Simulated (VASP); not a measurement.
# InP (R-3m) in VASP: further runs

The runs below take InP through single point, with PBE.

All numbers are computed with VASP 6.6.1; they aren't measurements. Logs are shortened: lines on timing, memory, paths and dates and some standing lists are left out, and cuts for length are marked.

## (1) The cell of the first run

Symmetry: R-3m, No. 166, trigonal system. Conventional cell: a = 4.078 Å, b = 4.078 Å, c = 9.692 Å, α = 90.00°, β = 90.00°, γ = 120.00°. Within 3.8 Å of In (site symmetry -3m) lie 6 P at 2.86 Å. P (site symmetry -3m) has 6 In at 2.86 Å within 3.8 Å.

## (2) Single point, PBE (equal xy, yz and zx shear strains of -2 %)

The input, INCAR:

```
ALGO = Normal ; EDIFF = 1E-6
ENCUT = 520 ; GGA = PE
ISIF = 2 ; ISMEAR = -1
LASPH = True ; LCHARG = False
LREAL = False ; LWAVE = False
NBANDS = 16 ; NELM = 80
PREC = Accurate ; SIGMA = 0.03
```

The input, KPOINTS:

```
k-points
0
Gamma
  11 11 11
```

The input, POSCAR:

```
InP
1.0
   -0.0571000000      2.8264500000      2.8264500000
    2.8264500000     -0.0571000000      2.8264500000
    2.8264500000      2.8264500000     -0.0571000000
In P
1 1
Direct
    0.0000000000      0.0000000000      0.0000000000
    0.5000000000      0.5000000000      0.5000000000
```

Potentials or basis: VASP PAW PBE potentials, release 64 (In_d, P).

On the command line:

```bash
cat potpaw_PBE.64/In_d/POTCAR potpaw_PBE.64/P/POTCAR > POTCAR
mpirun -np 1 vasp_std > vasp.out
```

OUTCAR:

```text
EDIFF = 1E-6
   ENCUT = 520
   GGA = PE
   ISIF = 2
   ISMEAR = -1
   LASPH = True
   LREAL = False
   NELM = 80
   PREC = Accurate

 ion  position               nearest neighbor table
   1  0.000  0.000  0.000-   2 2.86   2 2.86   2 2.86   2 2.86   2 2.86   2 2.86
   2  0.500  0.500  0.500-   1 2.86   1 2.86   1 2.86   1 2.86   1 2.86   1 2.86

  LATTYP: Found a trigonal (rhomboedric) cell.
 ALAT       =     3.9976117389
 COS(alpha) =     0.4797000918

  Lattice vectors:

 A1 = (  -0.0571000000,   2.8264500000,   2.8264500000)
 A2 = (   2.8264500000,  -0.0571000000,   2.8264500000)
 A3 = (   2.8264500000,   2.8264500000,  -0.0571000000)

Analysis of symmetry for initial positions (statically):
=====================================================================
 Subroutine PRICEL returns:
 Original cell was already a primitive cell.

 Routine SETGRP: Setting up the symmetry group for a
 trigonal (rhombohedral) supercell.

 Subroutine GETGRP returns: Found 12 space group operations
 (whereof 12 operations were pure point group operations)
 out of a pool of 12 trial point group operations.

The static configuration has the point symmetry D_3d.

Analysis of symmetry for dynamics (positions and initial velocities):
=====================================================================
 Subroutine PRICEL returns:
 Original cell was already a primitive cell.

 Routine SETGRP: Setting up the symmetry group for a
 trigonal (rhombohedral) supercell.

 Subroutine GETGRP returns: Found 12 space group operations
 (whereof 12 operations were pure point group operations)
 out of a pool of 12 trial point group operations.

The dynamic configuration has the point symmetry D_3d.

 Subroutine INISYM returns: Found 12 space group operations
 (whereof 12 operations are pure point group operations),
 and found     1 'primitive' translations

----------------------------------------------------------------------------------------

                                     Primitive cell

  volume of cell :      46.5283

  direct lattice vectors                    reciprocal lattice vectors
    -0.057100000  2.826450000  2.826450000    -0.171628014  0.175166736  0.175166736
     2.826450000 -0.057100000  2.826450000     0.175166736 -0.171628014  0.175166736
     2.826450000  2.826450000 -0.057100000     0.175166736  0.175166736 -0.171628014

  length of vectors
     3.997611739  3.997611739  3.997611739     0.301368455  0.301368455  0.301368455

  position of ions in fractional coordinates (direct lattice)
     0.000000000  0.000000000  0.000000000
     0.500000000  0.500000000  0.500000000

  ion indices of the primitive-cell ions
   primitive index   ion index
                 1           1
                 2           2

----------------------------------------------------------------------------------------

 KPOINTS: k-points

Automatic generation of k-mesh.
 Grid dimensions read from file:
 generate k-points for:   11   11   11

 Generating k-lattice:

  Cartesian coordinates                     Fractional coordinates (reciprocal lattice)
    -0.015602547  0.015924249  0.015924249     0.090909091  0.000000000  0.000000000
     0.015924249 -0.015602547  0.015924249     0.000000000  0.090909091  0.000000000
     0.015924249  0.015924249 -0.015602547     0.000000000  0.000000000  0.090909091

  Length of vectors
     0.027397132  0.027397132  0.027397132

  Shift w.r.t. Gamma in fractional coordinates (k-lattice)
     0.000000000  0.000000000  0.000000000

 Subroutine IBZKPT returns following result:
 ===========================================

 Found    146 irreducible k-points:

 Following reciprocal coordinates:
            Coordinates               Weight
  0.000000  0.000000  0.000000      1.000000
  0.090909 -0.000000 -0.000000      6.000000
  0.181818  0.000000  0.000000      6.000000
  0.272727  0.000000 -0.000000      6.000000
  0.363636 -0.000000 -0.000000      6.000000
  0.454545  0.000000  0.000000      6.000000
[... 16 lines left out ...]
 -0.272727  0.181818 -0.000000     12.000000
 -0.181818  0.181818  0.000000      6.000000
 [... further k-points ...]
   k-points           NKPTS =    146   k-points in BZ     NKDIM =    146   number of bands    NBANDS=     16
   number of dos      NEDOS =    301   number of ions     NIONS =      2
   total plane-waves  NPLWV =  27000
   dimension x,y,z NGX =    30 NGY =   30 NGZ =   30
   dimension x,y,z NGXF=    60 NGYF=   60 NGZF=   60
   ions per type =               1   1
   NGX,Y,Z   is equivalent  to a cutoff of  12.48, 12.48, 12.48 a.u.
   NGXF,Y,Z  is equivalent  to a cutoff of  24.95, 24.95, 24.95 a.u.
 SYSTEM =  unknown system
   PREC   = accura    normal or accurate (medium, high low for compatibility)
   ISTART =      0    job   : 0-new  1-cont  2-samecut
   ICHARG =      2    charge: 1-file 2-atom 10-const
   ISPIN  =      1    spin polarized calculation?
   LNONCOLLINEAR =      F non collinear calculations
   LSORBIT =      F    spin-orbit coupling
   LASPH  =      T    aspherical Exc in radial PAW
   ENCUT  =  520.0 eV  38.22 Ry    6.18 a.u.   7.43  7.43  7.43*2*pi/ulx,y,z
   NELM   =     80;   NELMIN=  2; NELMDL= -5     # of ELM steps
   EDIFF  = 0.1E-05   stopping-criterion for ELM
   LREAL  =      F    real-space projection
   EDIFFG = 0.1E-04   stopping-criterion for IOM
   NSW    =      0    number of steps for IOM
   IBRION =     -1    ionic relax: 0-MD 1-quasi-New 2-CG
   NFREE  =      0    steps in history (QN), initial steepest desc. (CG)
   ISIF   =      2    stress and relaxation
   ISYM   =      2    0-nonsym 1-usesym 2-fastsym
   POTIM  = 0.5000    time-step for ionic-motion
   TEBEG  =    0.0;   TEEND  =   0.0 temperature during run
   PSTRESS=    0.0 pullay stress
   NELECT =      18.0000    total number of electrons
   NUPDOWN=      -1.0000    fix difference up-down
   EMIN   =  10.00;   EMAX   =-10.00  energy-range for DOS
   EFERMI =   0.00;   METHOD = LEGACY
   ISMEAR =    -1;   SIGMA  =   0.03  broadening in eV -4-tet -1-fermi 0-gaus
   EFERMI_NEDOS =   21; number of points for ismear=-14 and -15
   IALGO  =     38    algorithm
   IMIX   =      4    mixing-type and parameters
     AMIX     =   0.40;   BMIX     =  1.00
     AMIX_MAG =   1.60;   BMIX_MAG =  1.00
  volume/ion in A,a.u.               =      23.26       156.99
  Fermi-wavevector in a.u.,A,eV,Ry     =   1.192870  2.254198 19.360273  1.422940
  Thomas-Fermi vector in A             =   2.328898
   LORBIT       =      0    0 simple, 1 ext, 2 COOP (PROOUT), +10 PAW based schemes
   GGA     = PE    functional components
[... 5 lines left out ...]
 non-spin polarized calculation
  energy-cutoff  :      520.00
  volume of cell :       46.53
 maximum number of plane-waves:      1273
 NGX is ok and might be reduce to    30
   NGX = 15   NGY = 15   NGZ = 15

 number of electron      17.9999999 magnetization

 Free energy of the ion-electron system (eV)
  ---------------------------------------------------
  ext. energy  EPLUGINS =         0.00000000
  ---------------------------------------------------
  free energy    TOTEN  =        -7.84304302 eV

  energy without entropy =       -7.84038788  energy(sigma->0) =       -7.84171545

 E-fermi :   5.9545     XC(G=0):  -9.9795

 val. band max:        5.9415207894   @ k =   0.1818   0.0000   0.0000
 cond. band min:       5.9621254857   @ k =   0.3636  -0.0000  -0.0000
 fundamental gap:      0.0206046963
 Fermi energy:         5.9544550407

 k-point     1 :       0.0000    0.0000    0.0000
  band No.  band energies     occupation
      1      -8.1564      2.00000
      2      -8.1564      2.00000
      3      -8.1397      2.00000
      4      -8.1370      2.00000
      5      -8.1370      2.00000
      6      -5.4057      2.00000
[... 8 lines left out ...]
     15      13.9015      0.00000
     16      13.9015      0.00000

 k-point     2 :       0.0909   -0.0000   -0.0000
  band No.  band energies     occupation
      1      -8.1602      2.00000
      2      -8.1574      2.00000
      3      -8.1375      2.00000
      4      -8.1364      2.00000
      5      -8.1325      2.00000
      6      -5.3151      2.00000
[... 8 lines left out ...]
     15      13.7093      0.00000
     16      14.0173      0.00000

 k-point     3 :       0.1818    0.0000    0.0000
  band No.  band energies     occupation
      1      -8.1704      2.00000
      2      -8.1636      2.00000
      3      -8.1381      2.00000
      4      -8.1248      2.00000
      5      -8.1205      2.00000
      6      -5.0488      2.00000
[... 8 lines left out ...]
     15      13.9809      0.00000
     16      14.1978      0.00000

 k-point     4 :       0.2727    0.0000   -0.0000
  band No.  band energies     occupation
      1      -8.1836      2.00000
      2      -8.1739      2.00000
      3      -8.1390      2.00000
      4      -8.1079      2.00000
      5      -8.1047      2.00000
      6      -4.6305      2.00000
[... 8 lines left out ...]
     15      14.5860      0.00000
     16      15.0419      0.00000

 k-point     5 :       0.3636   -0.0000   -0.0000
  band No.  band energies     occupation
      1      -8.1957      2.00000
      2      -8.1840      2.00000
      3      -8.1402      2.00000
      4      -8.0919      2.00000
      5      -8.0901      2.00000
      6      -4.1268      2.00000
[... 8 lines left out ...]
     15      15.6001      0.00000
     16      16.1094      0.00000

 k-point     6 :       0.4545    0.0000    0.0000
  band No.  band energies     occupation
      1      -8.2030      2.00000
      2      -8.1900      2.00000
      3      -8.1411      2.00000
      4      -8.0823      2.00000
      5      -8.0813      2.00000
      6      -3.7181      2.00000
[... 8 lines left out ...]
     15      16.5804      0.00000
     16      17.0452      0.00000

 k-point     7 :       0.0909    0.0909   -0.0000
  band No.  band energies     occupation
      1      -8.1647      2.00000
      2      -8.1529      2.00000
      3      -8.1417      2.00000
      4      -8.1332      2.00000
      5      -8.1315      2.00000
      6      -5.2818      2.00000
[... 8 lines left out ...]
     15      14.5813      0.00000
     16      14.6780      0.00000

 k-point     8 :       0.1818    0.0909   -0.0000
  band No.  band energies     occupation
      1      -8.1771      2.00000
      2      -8.1540      2.00000
      3      -8.1429      2.00000
      4      -8.1250      2.00000
      5      -8.1218      2.00000
      6      -5.0687      2.00000
[... 8 lines left out ...]
     15      14.7879      0.00000
     16      14.8863      0.00000

 k-point     9 :       0.2727    0.0909    0.0000
  band No.  band energies     occupation
      1      -8.1925      2.00000
      2      -8.1626      2.00000
      3      -8.1417      2.00000
      4      -8.1135      2.00000
      5      -8.1055      2.00000
      6      -4.6936      2.00000
[... 8 lines left out ...]
     15      15.0711      0.00000
     16      15.5192      0.00000
[... 172 lines left out ...]
 k-point    19 :       0.3636    0.1818   -0.0000
  band No.  band energies     occupation
      1      -8.2395      2.00000
      2      -8.1548      2.00000
      3      -8.1493      2.00000
      4      -8.0978      2.00000
      5      -8.0872      2.00000
      6      -4.1166      2.00000
[... 8 lines left out ...]
     15      16.7265      0.00000
     16      17.0832      0.00000

 k-point    20 :       0.4545    0.1818   -0.0000
  band No.  band energies     occupation
      1      -8.2478      2.00000
      2      -8.1652      2.00000
      3      -8.1420      2.00000
      4      -8.0945      2.00000
      5      -8.0779      2.00000
      6      -3.6347      2.00000
[... 8 lines left out ...]
     15      17.4372      0.00000
     16      17.9493      0.00000

 k-point    21 :      -0.4545    0.1818    0.0000
  band No.  band energies     occupation
      1      -8.2442      2.00000
      2      -8.1743      2.00000
      3      -8.1332      2.00000
      4      -8.0952      2.00000
      5      -8.0781      2.00000
      6      -3.3618      2.00000
[... 8 lines left out ...]
     15      16.8371      0.00000
     16      17.5564      0.00000

 k-point    22 :      -0.3636    0.1818    0.0000
  band No.  band energies     occupation
      1      -8.2301      2.00000
      2      -8.1796      2.00000
      3      -8.1275      2.00000
      4      -8.0981      2.00000
      5      -8.0871      2.00000
      6      -3.5358      2.00000
[... 8 lines left out ...]
     15      15.7750      0.00000
     16      16.8814      0.00000

 k-point    23 :      -0.2727    0.1818   -0.0000
  band No.  band energies     occupation
      1      -8.2094      2.00000
      2      -8.1803      2.00000
      3      -8.1285      2.00000
      4      -8.1028      2.00000
      5      -8.0984      2.00000
      6      -3.9980      2.00000
[... 8 lines left out ...]
     15      15.8821      0.00000
     16      17.5712      0.00000

 k-point    24 :      -0.1818    0.1818    0.0000
  band No.  band energies     occupation
      1      -8.1884      2.00000
      2      -8.1775      2.00000
      3      -8.1339      2.00000
      4      -8.1147      2.00000
      5      -8.1025      2.00000
      6      -4.4780      2.00000
[... 8 lines left out ...]
     15      15.7274      0.00000
     16      16.5422      0.00000

 [... further k-points ...]

------------------------ aborting loop because EDIFF is reached ----------------------------------------

  FORCE on cell =-STRESS in cart. coord.  units (eV):
  Direction    XX          YY          ZZ          XY          YZ          ZX
  --------------------------------------------------------------------------------------
  -------------------------------------------------------------------------------------
  Total       -1.5621731     -1.5621731     -1.5621731      0.1585698      0.1585698      0.1585698
  in kB      -53.7926043    -53.7926043    -53.7926043      5.4602676      5.4602676      5.4602676
  external PRESSURE =     -53.7926043 kB  Pullay stress =       0.0000000 kB

 VOLUME and BASIS-vectors are now :
 -----------------------------------------------------------------------------
  energy-cutoff  :      520.00
  volume of cell :       46.53
      direct lattice vectors                 reciprocal lattice vectors
    -0.057100000  2.826450000  2.826450000    -0.171628014  0.175166736  0.175166736
     2.826450000 -0.057100000  2.826450000     0.175166736 -0.171628014  0.175166736
     2.826450000  2.826450000 -0.057100000     0.175166736  0.175166736 -0.171628014

 POSITION                                       TOTAL-FORCE (eV/Angst)
 -----------------------------------------------------------------------------------
      0.00000      0.00000      0.00000         0.000000      0.000000     -0.000000
      2.79790      2.79790      2.79790         0.000000     -0.000000      0.000000
 -----------------------------------------------------------------------------------
    total drift:                               -0.000000      0.000000      0.000000

  FREE ENERGIE OF THE ION-ELECTRON SYSTEM (eV)
  ---------------------------------------------------
  free  energy   TOTEN  =        -7.8430430241 eV

  energy  without entropy=       -7.8403878781  energy(sigma->0) =       -7.84171545
```

Wall time 2.5 min (1 thread of Intel Xeon 8259CL, shared host); peak memory 0.25 GiB.

What came out:

| Property | Result |
| --- | --- |
| Free energy | -7.8430 eV |
| Pressure | -5.4 GPa |
| Band gap on the k mesh | zero (bands 9 and 10 overlap by 2.23 eV) |

Levels at points of the mesh, in eV from the Fermi level:
```tsv
k point	band 7	band 8	band 9	band 10	band 11	band 12
(0.00, 0.00, 0.00)	-0.30	-0.30	-0.18	-0.03	6.95	6.95
```

Caveat: the cell differs from its parent crystal (equal xy, yz and zx shear strains of -2 %); the cell stands under tension; spin-orbit coupling is left out, which moves the levels of the heavy elements.

## (3) Single point, PBE (equal xy, yz and zx shear strains of +1 %)

The input, INCAR:

```
SYSTEM = InP
PREC = Accurate
ENCUT = 520
EDIFF = 1E-6
ISMEAR = -1
SIGMA = 0.03
LREAL = .FALSE.
LASPH = .TRUE.
NELM = 100
ALGO = Normal
ISIF = 2
LWAVE = .FALSE.
LCHARG = .FALSE.
GGA = PE
NBANDS = 16
```

The input, KPOINTS:

```
Automatic mesh
0
G
  11 11 11
  0 0 0
```

The input, POSCAR:

```
InP
1.0
    0.0285500000      2.8692750000      2.8692750000
    2.8692750000      0.0285500000      2.8692750000
    2.8692750000      2.8692750000      0.0285500000
In P
1 1
Direct
    0.0000000000      0.0000000000      0.0000000000
    0.5000000000      0.5000000000      0.5000000000
```

Potentials or basis: VASP PAW PBE potentials, release 64 (In_d, P).

On the command line:

```bash
cat potpaw_PBE.64/In_d/POTCAR potpaw_PBE.64/P/POTCAR > POTCAR
mpirun -np 1 vasp_std > vasp.out
```

It took 2.6 min on 1 thread of Intel Xeon 8259CL, shared host; peak memory 0.25 GiB.

It converged, with:

```yaml
Free_energy: -7.8463 eV
Pressure: -5.4 GPa
Band_gap_on_the_k_mesh: zero (bands 9 and 10 overlap by 2.26 eV)
```

Stress tensor (GPa, compression positive):
```
-5.40 -0.29 -0.29
-0.29 -5.40 -0.29
-0.29 -0.29 -5.40
```

Levels at points of the mesh, in eV from the Fermi level:
```
           k point  band 6  band 7  band 8  band 9  band 10  band 11  band 12  band 13
(0.00, 0.00, 0.00)  -11.35   -0.30   -0.16   -0.15    -0.15     6.97     7.17     7.17
```

Caveat: the cell differs from its parent crystal (equal xy, yz and zx shear strains of +1 %); the cell stands under tension; spin-orbit coupling is left out, which moves the levels of the heavy elements.

## (4) Single point, PBE (equal xy, yz and zx shear strains of +3 %)

The input, INCAR:

```
SYSTEM = InP
PREC = Accurate ; ENCUT = 520
EDIFF = 1E-6 ; ISMEAR = -1
SIGMA = 0.03 ; LREAL = .FALSE.
LASPH = .TRUE. ; NELM = 80
ALGO = Normal ; ISIF = 2
LWAVE = .FALSE. ; LCHARG = .FALSE.
GGA = PE ; NBANDS = 16
```

The input, KPOINTS:

```
regular mesh
0
G
  11 11 11
  0 0 0
```

The input, POSCAR:

```
InP
1.0
    0.0856500000      2.8978250000      2.8978250000
    2.8978250000      0.0856500000      2.8978250000
    2.8978250000      2.8978250000      0.0856500000
In P
1 1
Direct
    0.0000000000      0.0000000000      0.0000000000
    0.5000000000      0.5000000000      0.5000000000
```

On the command line:

```bash
cat potpaw_PBE.64/In_d/POTCAR potpaw_PBE.64/P/POTCAR > POTCAR
mpirun -np 1 vasp_std > vasp.out
```

Run time: 2.2 min. Hardware: 1 thread of Intel Xeon 8259CL, shared host; peak memory 0.25 GiB.

It converged, with:

```yaml
Free_energy: -7.8366 eV
Pressure: -5.3 GPa
Band_gap_on_the_k_mesh: zero (bands 9 and 10 overlap by 2.20 eV)
```

Stress tensor (GPa, compression positive):
```
-5.34 -0.93 -0.93
-0.93 -5.34 -0.93
-0.93 -0.93 -5.34
```

Levels at points of the mesh, in eV from the Fermi level:
| k point | band 7 | band 8 | band 9 | band 10 | band 11 | band 12 |
| --- | --- | --- | --- | --- | --- | --- |
| (0.00, 0.00, 0.00) | -0.51 | -0.19 | -0.06 | -0.06 | 6.72 | 7.31 |

Caveat: the cell differs from its parent crystal (equal xy, yz and zx shear strains of +3 %); the cell stands under tension; spin-orbit coupling is left out, which moves the levels of the heavy elements.

## (5) The runs side by side

```tsv
cell	gap on the mesh (eV)	pressure (GPa)
a = 3.998 Å, angles 61.3°, 2 atoms	none	-5.4
a = 4.058 Å, angles 59.3°, 2 atoms	none	-5.4
a = 4.099 Å, angles 58.0°, 2 atoms	none	-5.3
```

Alike in all rows: task single point; level PBE; potentials or basis VASP PAW PBE potentials, release 64 (In_d, P); no spin polarisation; k mesh 11 × 11 × 11; cutoff (eV) 520; smearing fermi-dirac 0.03 eV.

Caveats: the cell stands under tension; spin-orbit coupling is left out, which moves the levels of the heavy elements.

Absolute energies hang on the potentials; compare differences alone.
